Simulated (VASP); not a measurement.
# Ti (C2/c) in VASP: single point with revPBE

Aim: the single point of Ti with revPBE.

Program: VASP 6.6.1. These are calculated values, not measurements. Logs are shortened: lines on timing, memory, paths and dates and some standing lists are left out, and cuts for length are marked.

### Step 1. The cell of the first run

The typed cell holds 2 atoms: a = 2.920 Å, b = 2.920 Å, c = 5.468 Å, α = 105.47°, β = 105.47°, γ = 120.01°.

### Step 2. Single point, revPBE (volume scaled by 0.96)

File INCAR:

```
ALGO = Normal ; EDIFF = 1E-6
ENCUT = 520 ; GGA = RE
ISIF = 2 ; ISMEAR = -1
LASPH = T ; LCHARG = F
LREAL = F ; LWAVE = F
NBANDS = 19 ; NELM = 60
PREC = Accurate ; SIGMA = 0.1
```

File KPOINTS:

```
k-points
0
Gamma
  16 16 8
```

File POSCAR:

```
Ti
1.0
   -1.9645494617      1.6118362537      1.4382402385
    1.6118362537     -1.9645494617      1.4382402385
    3.5744143981      3.5744143981     -2.0842351249
Ti
2
Direct
    0.9584032311      0.0415967689      0.0000000000
    0.7915967689      0.2084032311      0.5000000000
```

Potentials or basis: VASP PAW PBE potentials, release 64 (Ti_sv).

Launch:

```
> cat potpaw_PBE.64/Ti_sv/POTCAR > POTCAR
> mpirun -np 1 vasp_std > vasp.out
```

OUTCAR:

```text
EDIFF = 1E-6
   ENCUT = 520
   GGA = RE
   ISIF = 2
   ISMEAR = -1
   LASPH = T
   LREAL = F
   NELM = 60
   PREC = Accurate

 ion  position               nearest neighbor table
   1  0.958  0.042  0.000-   2 2.86   2 2.86   2 2.86   2 2.86   2 2.86   2 2.86
   2  0.792  0.208  0.500-   1 2.86   1 2.86   1 2.86   1 2.86   1 2.86   1 2.86

  Warning from LATTYP: Got some problem with cell dimensions!
  Tried to take original basis but could not verify dimensions!
  LATTYP: Found a base centered monoclinic cell.
 ALAT       =     2.9194097261
 B/A-ratio  =     1.7324643190
 C/A-ratio  =     1.5840667775
 COS(beta)  =    -0.0004596102

  Lattice vectors:

 A1 = (   1.9645494617,  -1.6118362537,  -1.4382402385)
 A2 = (  -1.6118362537,   1.9645494617,  -1.4382402385)
 A3 = (   3.2217011901,   3.2217011901,   0.7922453521)

Analysis of symmetry for initial positions (statically):
=====================================================================
 Subroutine PRICEL returns:
 Original cell was already a primitive cell.

 Routine SETGRP: Setting up the symmetry group for a
 base centered monoclinic supercell.

 Subroutine GETGRP returns: Found  4 space group operations
 (whereof  2 operations were pure point group operations)
 out of a pool of  4 trial point group operations.

The static configuration has the point symmetry C_2 .
 The point group associated with its full space group is C_2h.

Analysis of symmetry for dynamics (positions and initial velocities):
=====================================================================
 Subroutine PRICEL returns:
 Original cell was already a primitive cell.

 Routine SETGRP: Setting up the symmetry group for a
 base centered monoclinic supercell.

 Subroutine GETGRP returns: Found  4 space group operations
 (whereof  2 operations were pure point group operations)
 out of a pool of  4 trial point group operations.

The dynamic configuration has the point symmetry C_2 .
 The point group associated with its full space group is C_2h.

 Subroutine INISYM returns: Found  4 space group operations
 (whereof  2 operations are pure point group operations),
 and found     1 'primitive' translations

----------------------------------------------------------------------------------------

                                     Primitive cell

  volume of cell :      34.1423

  direct lattice vectors                    reciprocal lattice vectors
    -1.964549462  1.611836254  1.438240238    -0.030644782  0.248967117  0.374417688
     1.611836254 -1.964549462  1.438240238     0.248967117 -0.030644782  0.374417688
     3.574414398  3.574414398 -2.084235125     0.150654772  0.150654772  0.036946490

  length of vectors
     2.919932479  2.919932479  5.467806931     0.450679857  0.450679857  0.216237748

  position of ions in fractional coordinates (direct lattice)
     0.958403231  0.041596769  0.000000000
     0.791596769  0.208403231  0.500000000

  ion indices of the primitive-cell ions
   primitive index   ion index
                 1           1
                 2           2

----------------------------------------------------------------------------------------

 KPOINTS: k-points

Automatic generation of k-mesh.
 Grid dimensions read from file:
 generate k-points for:   16   16    8

 Generating k-lattice:

  Cartesian coordinates                     Fractional coordinates (reciprocal lattice)
    -0.001915299  0.015560445  0.023401106     0.062500000  0.000000000  0.000000000
     0.015560445 -0.001915299  0.023401106     0.000000000  0.062500000  0.000000000
     0.018831846  0.018831846  0.004618311     0.000000000  0.000000000  0.125000000

  Length of vectors
     0.028167491  0.028167491  0.027029718

  Shift w.r.t. Gamma in fractional coordinates (k-lattice)
     0.000000000  0.000000000  0.000000000

 Subroutine IBZKPT returns following result:
 ===========================================

 Found    554 irreducible k-points:

 Following reciprocal coordinates:
            Coordinates               Weight
  0.000000  0.000000  0.000000      1.000000
  0.062500  0.000000  0.000000      4.000000
  0.125000  0.000000  0.000000      4.000000
  0.187500 -0.000000  0.000000      4.000000
  0.250000  0.000000  0.000000      4.000000
  0.312500  0.000000 -0.000000      4.000000
[... 16 lines left out ...]
 -0.125000  0.062500  0.000000      4.000000
 -0.062500  0.062500  0.000000      2.000000
 [... further k-points ...]
   k-points           NKPTS =    554   k-points in BZ     NKDIM =    554   number of bands    NBANDS=     19
   number of dos      NEDOS =    301   number of ions     NIONS =      2
   total plane-waves  NPLWV =  24192
   dimension x,y,z NGX =    24 NGY =   24 NGZ =   42
   dimension x,y,z NGXF=    48 NGYF=   48 NGZF=   84
   ions per type =               2
   NGX,Y,Z   is equivalent  to a cutoff of  13.66, 13.66, 12.77 a.u.
   NGXF,Y,Z  is equivalent  to a cutoff of  27.33, 27.33, 25.54 a.u.
 SYSTEM =  unknown system
   PREC   = accura    normal or accurate (medium, high low for compatibility)
   ISTART =      0    job   : 0-new  1-cont  2-samecut
   ICHARG =      2    charge: 1-file 2-atom 10-const
   ISPIN  =      1    spin polarized calculation?
   LNONCOLLINEAR =      F non collinear calculations
   LSORBIT =      F    spin-orbit coupling
   LASPH  =      T    aspherical Exc in radial PAW
   ENCUT  =  520.0 eV  38.22 Ry    6.18 a.u.   5.43  5.43 10.17*2*pi/ulx,y,z
   NELM   =     60;   NELMIN=  2; NELMDL= -5     # of ELM steps
   EDIFF  = 0.1E-05   stopping-criterion for ELM
   LREAL  =      F    real-space projection
   EDIFFG = 0.1E-04   stopping-criterion for IOM
   NSW    =      0    number of steps for IOM
   IBRION =     -1    ionic relax: 0-MD 1-quasi-New 2-CG
   NFREE  =      0    steps in history (QN), initial steepest desc. (CG)
   ISIF   =      2    stress and relaxation
   ISYM   =      2    0-nonsym 1-usesym 2-fastsym
   POTIM  = 0.5000    time-step for ionic-motion
   TEBEG  =    0.0;   TEEND  =   0.0 temperature during run
   PSTRESS=    0.0 pullay stress
   NELECT =      24.0000    total number of electrons
   NUPDOWN=      -1.0000    fix difference up-down
   EMIN   =  10.00;   EMAX   =-10.00  energy-range for DOS
   EFERMI =   0.00;   METHOD = LEGACY
   ISMEAR =    -1;   SIGMA  =   0.10  broadening in eV -4-tet -1-fermi 0-gaus
   EFERMI_NEDOS =   21; number of points for ismear=-14 and -15
   IALGO  =     38    algorithm
   IMIX   =      4    mixing-type and parameters
     AMIX     =   0.40;   BMIX     =  1.00
     AMIX_MAG =   1.60;   BMIX_MAG =  1.00
  volume/ion in A,a.u.               =      17.07       115.20
  Fermi-wavevector in a.u.,A,eV,Ry     =   1.455619  2.750720 28.828373  2.118826
  Thomas-Fermi vector in A             =   2.572632
   LORBIT       =      0    0 simple, 1 ext, 2 COOP (PROOUT), +10 PAW based schemes
   GGA     = RE    functional components
   LHFCALC =     F    Hartree Fock is set to
   AEXX    =    0.0000 exact exchange contribution
   IVDW    =     0    specifies the selected vdW correction
   LEPSILON=     F    determine dielectric tensor
   LRPA    =     F    only Hartree local field effects (RPA)
 non-spin polarized calculation
  energy-cutoff  :      520.00
  volume of cell :       34.14
 maximum number of plane-waves:       954
 NGX is ok and might be reduce to    24
   NGX = 11   NGY = 11   NGZ = 21

 number of electron      23.9999999 magnetization

 Free energy of the ion-electron system (eV)
  ---------------------------------------------------
  ext. energy  EPLUGINS =         0.00000000
  ---------------------------------------------------
  free energy    TOTEN  =       -15.05716632 eV

  energy without entropy =      -14.98265781  energy(sigma->0) =      -15.01991206

 E-fermi :   8.5863     XC(G=0): -11.4996

 val. band max:        8.5849648232   @ k =  -0.1875  -0.3750   0.2500
 cond. band min:       8.5867236334   @ k =   0.3750   0.1875   0.1250
 fundamental gap:      0.0017588102
 Fermi energy:         8.5863280742

 k-point     1 :       0.0000    0.0000    0.0000
  band No.  band energies     occupation
      1     -48.3230      2.00000
      2     -48.1778      2.00000
      3     -24.8731      2.00000
      4     -24.2072      2.00000
      5     -24.2069      2.00000
      6     -24.1286      2.00000
[... 11 lines left out ...]
     18      10.2784      0.00000
     19      11.8356      0.00000

 k-point     2 :       0.0625    0.0000    0.0000
  band No.  band energies     occupation
      1     -48.3176      2.00000
      2     -48.1776      2.00000
      3     -24.8575      2.00000
      4     -24.2244      2.00000
      5     -24.2123      2.00000
      6     -24.1434      2.00000
[... 11 lines left out ...]
     18      10.2598      0.00000
     19      11.8730      0.00000

 k-point     3 :       0.1250    0.0000    0.0000
  band No.  band energies     occupation
      1     -48.3020      2.00000
      2     -48.1769      2.00000
      3     -24.8142      2.00000
      4     -24.2731      2.00000
      5     -24.2263      2.00000
      6     -24.2085      2.00000
[... 11 lines left out ...]
     18      10.3618      0.00000
     19      11.9446      0.00000

 k-point     4 :       0.1875   -0.0000    0.0000
  band No.  band energies     occupation
      1     -48.2787      2.00000
      2     -48.1758      2.00000
      3     -24.7554      2.00000
      4     -24.3446      2.00000
      5     -24.3076      2.00000
      6     -24.2448      2.00000
[... 407 lines left out ...]
     18      10.4760      0.00000
     19      11.9832      0.00000

 k-point    23 :      -0.1250    0.0625    0.0000
  band No.  band energies     occupation
      1     -48.3097      2.00000
      2     -48.1744      2.00000
      3     -24.8402      2.00000
      4     -24.2577      2.00000
      5     -24.2283      2.00000
      6     -24.1664      2.00000
[... 11 lines left out ...]
     18      10.2220      0.00000
     19      11.9225      0.00000

 k-point    24 :      -0.0625    0.0625    0.0000
  band No.  band energies     occupation
      1     -48.3189      2.00000
      2     -48.1762      2.00000
      3     -24.8641      2.00000
      4     -24.2258      2.00000
      5     -24.2131      2.00000
      6     -24.1325      2.00000
[... 11 lines left out ...]
     18      10.2146      0.00000
     19      11.8702      0.00000

 [... further k-points ...]

------------------------ aborting loop because EDIFF is reached ----------------------------------------

  FORCE on cell =-STRESS in cart. coord.  units (eV):
  Direction    XX          YY          ZZ          XY          YZ          ZX
  --------------------------------------------------------------------------------------
  -------------------------------------------------------------------------------------
  Total        0.9391416      0.9391416      0.9346171      0.0053990     -0.0017790     -0.0017790
  in kB       44.0705777     44.0705777     43.8582625      0.2533582     -0.0834805     -0.0834801
  external PRESSURE =      43.9998060 kB  Pullay stress =       0.0000000 kB

 VOLUME and BASIS-vectors are now :
 -----------------------------------------------------------------------------
  energy-cutoff  :      520.00
  volume of cell :       34.14
      direct lattice vectors                 reciprocal lattice vectors
    -1.964549462  1.611836254  1.438240238    -0.030644782  0.248967117  0.374417688
     1.611836254 -1.964549462  1.438240238     0.248967117 -0.030644782  0.374417688
     3.574414398  3.574414398 -2.084235125     0.150654772  0.150654772  0.036946490

 POSITION                                       TOTAL-FORCE (eV/Angst)
 -----------------------------------------------------------------------------------
     -1.81578      1.46307      1.43824         0.000492     -0.000492     -0.000000
      0.56799      2.65371      0.39612        -0.000492      0.000492      0.000000
 -----------------------------------------------------------------------------------
    total drift:                               -0.000000      0.000000      0.000000

  FREE ENERGIE OF THE ION-ELECTRON SYSTEM (eV)
  ---------------------------------------------------
  free  energy   TOTEN  =       -15.0571663214 eV

  energy  without entropy=      -14.9826578069  energy(sigma->0) =      -15.01991206
```

It took 8.6 min on 1 thread of Intel Xeon Platinum 8488C (Sapphire Rapids), shared host; peak memory 0.4 GiB.

Results:

* Free energy: -15.0572 eV
* Pressure: 4.4 GPa
* Band gap on the k mesh: zero (band 12 reaches 9.40 eV, above the bottom of band 13 at 8.27 eV)

Caveat: the PAW data sets were made with another functional, which shifts forces and pressure a little.
